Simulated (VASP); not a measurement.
# AlAs (F-43m) in VASP: a series of runs, part 2 of 2

VASP 6.6.1. Earlier steps stand in the parts before.

### 4 Single point, PBE

This run uses another cell than the first one, of 21.54 Å³/atom.

File INCAR:

```
SYSTEM = AlAs
PREC = Accurate
ENCUT = 500
EDIFF = 1E-6
ISMEAR = 1
SIGMA = 0.01
LREAL = .FALSE.
LASPH = .TRUE.
NELM = 120
ALGO = Normal
ISIF = 2
LWAVE = .FALSE.
LCHARG = .TRUE.
GGA = PE
LELF = .TRUE.
LVHAR = .TRUE.
NBANDS = 11
GGA_COMPAT = .FALSE.
```

File KPOINTS:

```
regular mesh
0
G
  6 6 6
  0 0 0
```

File POSCAR:

```
AlAs
1.0
    0.0000000000      2.7824178492      2.7824178492
    2.7824178492      0.0000000000      2.7824178492
    2.7824178492      2.7824178492      0.0000000000
Al As
1 1
Direct
    0.0000000000      0.0000000000      0.0000000000
    0.2500000000      0.2500000000      0.2500000000
```

Potentials or basis: VASP PAW PBE potentials, release 64 (Al, As).

Run with:

```bash
cat potpaw_PBE.64/Al/POTCAR potpaw_PBE.64/As/POTCAR > POTCAR
mpirun -np 1 vasp_std > vasp.out
```

OUTCAR:

```text
SYSTEM = AlAs
   PREC = Accurate
   ENCUT = 500
   EDIFF = 1E-6
   ISMEAR = 1
   LREAL = .FALSE.
   LASPH = .TRUE.
   NELM = 120
   ISIF = 2
   GGA = PE

 ion  position               nearest neighbor table
   1  0.000  0.000  0.000-   2 2.41   2 2.41   2 2.41   2 2.41
   2  0.250  0.250  0.250-   1 2.41   1 2.41   1 2.41   1 2.41

  LATTYP: Found a face centered cubic cell.
 ALAT       =     5.5648356984

  Lattice vectors:

 A1 = (   0.0000000000,   2.7824178492,   2.7824178492)
 A2 = (   2.7824178492,   0.0000000000,   2.7824178492)
 A3 = (   2.7824178492,   2.7824178492,   0.0000000000)

Analysis of symmetry for initial positions (statically):
=====================================================================
 Subroutine PRICEL returns:
 Original cell was already a primitive cell.

 Routine SETGRP: Setting up the symmetry group for a
 face centered cubic supercell.

 Subroutine GETGRP returns: Found 24 space group operations
 (whereof 24 operations were pure point group operations)
 out of a pool of 48 trial point group operations.

The static configuration has the point symmetry T_d .

Analysis of symmetry for dynamics (positions and initial velocities):
=====================================================================
 Subroutine PRICEL returns:
 Original cell was already a primitive cell.

 Routine SETGRP: Setting up the symmetry group for a
 face centered cubic supercell.

 Subroutine GETGRP returns: Found 24 space group operations
 (whereof 24 operations were pure point group operations)
 out of a pool of 48 trial point group operations.

The dynamic configuration has the point symmetry T_d .

 Subroutine INISYM returns: Found 24 space group operations
 (whereof 24 operations are pure point group operations),
 and found     1 'primitive' translations

----------------------------------------------------------------------------------------

                                     Primitive cell

  volume of cell :      43.0821

  direct lattice vectors                    reciprocal lattice vectors
     0.000000000  2.782417849  2.782417849    -0.179699825  0.179699825  0.179699825
     2.782417849  0.000000000  2.782417849     0.179699825 -0.179699825  0.179699825
     2.782417849  2.782417849  0.000000000     0.179699825  0.179699825 -0.179699825

  length of vectors
     3.934933059  3.934933059  3.934933059     0.311249227  0.311249227  0.311249227

  position of ions in fractional coordinates (direct lattice)
     0.000000000  0.000000000  0.000000000
     0.250000000  0.250000000  0.250000000

  ion indices of the primitive-cell ions
   primitive index   ion index
                 1           1
                 2           2

----------------------------------------------------------------------------------------

 KPOINTS: regular mesh

Automatic generation of k-mesh.
 Grid dimensions read from file:
 generate k-points for:    6    6    6

 Generating k-lattice:

  Cartesian coordinates                     Fractional coordinates (reciprocal lattice)
    -0.029949971  0.029949971  0.029949971     0.166666667  0.000000000  0.000000000
     0.029949971 -0.029949971  0.029949971     0.000000000  0.166666667  0.000000000
     0.029949971  0.029949971 -0.029949971     0.000000000  0.000000000  0.166666667

  Length of vectors
     0.051874871  0.051874871  0.051874871

  Shift w.r.t. Gamma in fractional coordinates (k-lattice)
     0.000000000  0.000000000  0.000000000

 Subroutine IBZKPT returns following result:
 ===========================================

 Found     16 irreducible k-points:

 Following reciprocal coordinates:
            Coordinates               Weight
  0.000000  0.000000  0.000000      1.000000
  0.166667  0.000000  0.000000      8.000000
  0.333333  0.000000  0.000000      8.000000
  0.500000  0.000000  0.000000      4.000000
  0.166667  0.166667  0.000000      6.000000
  0.333333  0.166667  0.000000     24.000000
[... 8 lines left out ...]
 -0.333333  0.333333  0.166667     24.000000
 -0.333333  0.500000  0.166667     12.000000
   k-points           NKPTS =     16   k-points in BZ     NKDIM =     16   number of bands    NBANDS=     11
   number of dos      NEDOS =    301   number of ions     NIONS =      2
   total plane-waves  NPLWV =  27000
   dimension x,y,z NGX =    30 NGY =   30 NGZ =   30
   dimension x,y,z NGXF=    60 NGYF=   60 NGZF=   60
   ions per type =               1   1
   NGX,Y,Z   is equivalent  to a cutoff of  12.67, 12.67, 12.67 a.u.
   NGXF,Y,Z  is equivalent  to a cutoff of  25.35, 25.35, 25.35 a.u.
 SYSTEM =  AlAs
   PREC   = accura    normal or accurate (medium, high low for compatibility)
   ISTART =      0    job   : 0-new  1-cont  2-samecut
   ICHARG =      2    charge: 1-file 2-atom 10-const
   ISPIN  =      1    spin polarized calculation?
   LNONCOLLINEAR =      F non collinear calculations
   LSORBIT =      F    spin-orbit coupling
   LASPH  =      T    aspherical Exc in radial PAW
   ENCUT  =  500.0 eV  36.75 Ry    6.06 a.u.   7.17  7.17  7.17*2*pi/ulx,y,z
   NELM   =    120;   NELMIN=  2; NELMDL= -5     # of ELM steps
   EDIFF  = 0.1E-05   stopping-criterion for ELM
   LREAL  =      F    real-space projection
   EDIFFG = 0.1E-04   stopping-criterion for IOM
   NSW    =      0    number of steps for IOM
   IBRION =     -1    ionic relax: 0-MD 1-quasi-New 2-CG
   NFREE  =      0    steps in history (QN), initial steepest desc. (CG)
   ISIF   =      2    stress and relaxation
   ISYM   =      2    0-nonsym 1-usesym 2-fastsym
   POTIM  = 0.5000    time-step for ionic-motion
   TEBEG  =    0.0;   TEEND  =   0.0 temperature during run
   PSTRESS=    0.0 pullay stress
   NELECT =       8.0000    total number of electrons
   NUPDOWN=      -1.0000    fix difference up-down
   EMIN   =  10.00;   EMAX   =-10.00  energy-range for DOS
   EFERMI =   0.00;   METHOD = LEGACY
   ISMEAR =     1;   SIGMA  =   0.01  broadening in eV -4-tet -1-fermi 0-gaus
   EFERMI_NEDOS =   21; number of points for ismear=-14 and -15
   IALGO  =     38    algorithm
   IMIX   =      4    mixing-type and parameters
     AMIX     =   0.40;   BMIX     =  1.00
     AMIX_MAG =   1.60;   BMIX_MAG =  1.00
  volume/ion in A,a.u.               =      21.54       145.37
  Fermi-wavevector in a.u.,A,eV,Ry     =   0.933983  1.764973 11.868701  0.872325
  Thomas-Fermi vector in A             =   2.060741
   LORBIT       =      0    0 simple, 1 ext, 2 COOP (PROOUT), +10 PAW based schemes
   GGA     = PE    functional components
   LHFCALC =     F    Hartree Fock is set to
   AEXX    =    0.0000 exact exchange contribution
   IVDW    =     0    specifies the selected vdW correction
   LEPSILON=     F    determine dielectric tensor
   LRPA    =     F    only Hartree local field effects (RPA)
 non-spin polarized calculation
 Methfessel and Paxton  Order N= 1 SIGMA  =   0.01
  energy-cutoff  :      500.00
  volume of cell :       43.08
 maximum number of plane-waves:      1113
 NGX is ok and might be reduce to    30
   NGX = 15   NGY = 15   NGZ = 15

 number of electron       8.0000001 magnetization

 Free energy of the ion-electron system (eV)
  ---------------------------------------------------
  ext. energy  EPLUGINS =         0.00000000
  ---------------------------------------------------
  free energy    TOTEN  =        -9.29281166 eV

  energy without entropy =       -9.29281971  energy(sigma->0) =       -9.29281434

 E-fermi :   4.3504     XC(G=0):  -9.2404

 val. band max:        4.3420214444   @ k =   0.0000   0.0000   0.0000
 cond. band min:       5.6789267344   @ k =   0.5000   0.5000   0.0000
 fundamental gap:      1.3369052899
 Fermi energy:         4.3504401525

 k-point     1 :       0.0000    0.0000    0.0000
  band No.  band energies     occupation
      1      -7.8199      2.00000
      2       4.3420      2.00000
      3       4.3420      2.00000
      4       4.3420      1.99999
      5       6.8174      0.00000
      6       8.7136      0.00000
      7       8.7136      0.00000
      8       8.7136      0.00000
      9      13.4504      0.00000
     10      13.4504      0.00000
     11      13.4946      0.00000
[... 197 lines left out ...]
 k-point    16 :      -0.3333    0.5000    0.1667
  band No.  band energies     occupation
      1      -5.6445      2.00000
      2      -1.0125      2.00000
      3       1.2255      2.00000
      4       1.4848      2.00000
      5       7.5049      0.00000
      6       8.5465      0.00000
      7      11.6834      0.00000
      8      12.4115      0.00000
      9      15.2965      0.00000
     10      17.0274      0.00000
     11      17.2891      0.00000

------------------------ aborting loop because EDIFF is reached ----------------------------------------

  FORCE on cell =-STRESS in cart. coord.  units (eV):
  Direction    XX          YY          ZZ          XY          YZ          ZX
  --------------------------------------------------------------------------------------
  -------------------------------------------------------------------------------------
  Total        1.9634570      1.9634570      1.9634570     -0.0000000     -0.0000000     -0.0000000
  in kB       73.0188411     73.0188411     73.0188411     -0.0000000     -0.0000000     -0.0000000
  external PRESSURE =      73.0188411 kB  Pullay stress =       0.0000000 kB

 VOLUME and BASIS-vectors are now :
 -----------------------------------------------------------------------------
  energy-cutoff  :      500.00
  volume of cell :       43.08
      direct lattice vectors                 reciprocal lattice vectors
     0.000000000  2.782417849  2.782417849    -0.179699825  0.179699825  0.179699825
     2.782417849  0.000000000  2.782417849     0.179699825 -0.179699825  0.179699825
     2.782417849  2.782417849  0.000000000     0.179699825  0.179699825 -0.179699825

 POSITION                                       TOTAL-FORCE (eV/Angst)
 -----------------------------------------------------------------------------------
      0.00000      0.00000      0.00000        -0.000000     -0.000000     -0.000000
      1.39121      1.39121      1.39121         0.000000      0.000000      0.000000
 -----------------------------------------------------------------------------------
    total drift:                                0.000000      0.000000      0.000000

  FREE ENERGIE OF THE ION-ELECTRON SYSTEM (eV)
  ---------------------------------------------------
  free  energy   TOTEN  =        -9.2928116569 eV

  energy  without entropy=       -9.2928197095  energy(sigma->0) =       -9.29281434
```

stdout:

```text
POSCAR found type information on POSCAR AlAs
 POSCAR found :  2 types and       2 ions
 scaLAPACK will be used
 LDA part: xc-table for (Slater+PW92), standard interpolation
 POSCAR, INCAR and KPOINTS ok, starting setup
 FFT: planning ... GRIDC
 FFT: planning ... GRID_SOFT
 FFT: planning ... GRID
 WAVECAR not read
 entering main loop
```

Run time: 5 s. Hardware: 1 thread of Intel Xeon 6975P-C (Granite Rapids), shared host; peak memory 0.16 GiB.

What came out:

* Free energy: -9.2928 eV
* Pressure: 7.3 GPa
* Band gap on the k mesh: 1.34 eV (least direct gap 2.48 eV)

Levels at points of the mesh, in eV from the valence-band top:
| k point | band 1 | band 2 | band 3 | band 4 | band 5 | band 6 | band 7 | band 8 |
| --- | --- | --- | --- | --- | --- | --- | --- | --- |
| (0.00, 0.00, 0.00) | -12.16 | 0.00 | 0.00 | 0.00 | 2.48 | 4.37 | 4.37 | 4.37 |
| (0.50, 0.00, 0.00) | -10.62 | -5.81 | -0.86 | -0.86 | 2.34 | 4.71 | 4.71 | 7.84 |
| (0.50, 0.50, 0.00) | -10.01 | -5.62 | -2.29 | -2.29 | 1.34 | 2.29 | 10.73 | 10.73 |

Caveat: the cell stands under pressure.

### 5 Single point, PBE

This run uses another cell than the first one, of 22.11 Å³/atom.

INCAR is that of step 4.

KPOINTS is that of step 4.

File POSCAR:

```
AlAs
1.0
    0.0000000000      2.8066140015      2.8066140015
    2.8066140015      0.0000000000      2.8066140015
    2.8066140015      2.8066140015      0.0000000000
Al As
1 1
Direct
    0.0000000000      0.0000000000      0.0000000000
    0.2500000000      0.2500000000      0.2500000000
```

Run with:

```bash
cat potpaw_PBE.64/Al/POTCAR potpaw_PBE.64/As/POTCAR > POTCAR
mpirun -np 1 vasp_std > vasp.out
```

Run time: 5 s. Hardware: 1 thread of Intel Xeon 6975P-C (Granite Rapids), shared host; peak memory 0.16 GiB.

The run converged. Its results:

| Quantity | Value |
| --- | --- |
| Free energy | -9.3358 eV |
| Pressure | 4.9 GPa |
| Band gap on the k mesh | 1.39 eV (least direct gap 2.26 eV) |

Levels at points of the mesh, in eV from the valence-band top:
```
           k point  band 1  band 2  band 3  band 4  band 5  band 6  band 7  band 8
(0.00, 0.00, 0.00)  -12.01    0.00    0.00    0.00    2.26    4.33    4.33    4.33
(0.50, 0.00, 0.00)  -10.53   -5.69   -0.84   -0.84    2.24    4.69    4.69    7.79
(0.50, 0.50, 0.00)   -9.95   -5.52   -2.23   -2.23    1.39    2.29   10.53   10.53
```

Caveat: the cell stands under pressure. A hybrid or GW would open this gap; PBE tends to underestimate it.

### 6 Summary

| cell | gap on the mesh (eV) | pressure (GPa) |
| --- | --- | --- |
| a = 3.865 Å, angles 60.0°, 2 atoms | 1.23 | 13.1 |
| a = 3.900 Å, angles 60.0°, 2 atoms | 1.28 | 10.0 |
| a = 3.935 Å, angles 60.0°, 2 atoms | 1.34 | 7.3 |
| a = 3.969 Å, angles 60.0°, 2 atoms | 1.39 | 4.9 |

Alike in all rows: task single point; level PBE; potentials or basis VASP PAW PBE potentials, release 64 (Al, As); no spin polarisation; k mesh 6 × 6 × 6; cutoff (eV) 500; smearing methfessel-paxton 0.01 eV.

Caveats: the cell stands under pressure.

Absolute energies hang on the potentials; compare differences alone.
